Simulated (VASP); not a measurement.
HfO2, 3 atoms in the cell. It takes space group Fm-3m (No. 225, cubic). Conventional cell: a = 5.044 Å, b = 5.044 Å, c = 5.044 Å, α = 90.00°, β = 90.00°, γ = 90.00°. Within 2.9 Å of Hf (site symmetry m-3m) lie 8 O at 2.18 Å. O (site symmetry -43m) has 4 Hf at 2.18 Å and 6 O at 2.52 Å within 2.9 Å. 

- Program: VASP 6.6.1
- Task: single point
- Functional: PBEsol
- Potentials or basis: VASP PAW PBE potentials, release 64 (Hf_pv, O)
- Cutoff: 520 eV
- k mesh: 8 × 8 × 8
- Occupations: fermi-dirac, width 0.02 eV
- Spin: no spin polarisation
- Dipole correction: no
- Further INCAR settings: ALGO = Normal; EDIFF = 1e-06; NBANDS = 18

Potentials or basis: VASP PAW PBE potentials, release 64 (Hf_pv, O).

Command:

```sh
$ cat potpaw_PBE.64/Hf_pv/POTCAR potpaw_PBE.64/O/POTCAR > POTCAR
$ mpirun -np 1 vasp_std > vasp.out
```

Hardware: 1 thread of Intel(R) Xeon(R) 6975P-C (Granite Rapids), on a shared host.

Problem. How long does it take, and how much memory?

Solution. It took 8.5 s on 1 thread of Intel(R) Xeon(R) 6975P-C (Granite Rapids) (shared host), peak memory 0.16 GiB. Counts: scf iterations 13, k points 29.
